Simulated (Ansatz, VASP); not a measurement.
# Ti in VASP and in Ansatz

```
Ti
1.0
     3.06791    0.00000    0.00000
    -1.53395    2.54247    0.00000
     0.00000    0.00000    4.63619
Ti
2
Direct
  0.33333 0.66667 0.25000
  0.66667 0.33333 0.75000
```

Change from the starting cell: strain +0.0450 x Voigt [1, 0, 0, 0, 0, 0], atoms carried along.

Alike in both runs: task single point; functional r2SCAN; k mesh 24 × 24 × 14; occupations gaussian, width 0.15 eV; no spin polarisation.

|  | VASP | Ansatz |
| --- | --- | --- |
| version | VASP 6.6.1 | Ansatz 0.2.0 |
| potentials or method | VASP PAW PBE potentials, release 64 (Ti_sv), cutoff 520 eV | scalar-relativistic, plane waves, PAW |
| valence electrons in the cell | 24 | 24 |

|  | VASP | Ansatz | Ansatz less VASP |
| --- | --- | --- | --- |
| gap on the k mesh at the Fermi level (eV) | none | none | - |
| pressure (GPa) | -4.4 | -4.7 | -0.33 |
| traceless stress, the component that is largest in VASP (GPa) | -3.60 | -3.59 | +0.014 |
| rms of the force components (eV/Å) | 0.092 | 0.091 | -0.0008 |

VASP's potentials were made for PBE, not for r2SCAN. Atom by atom the forces differ by 0.001 eV/Å (rms over components). A gap of «none» marks a metal or a gap that the smearing closes.
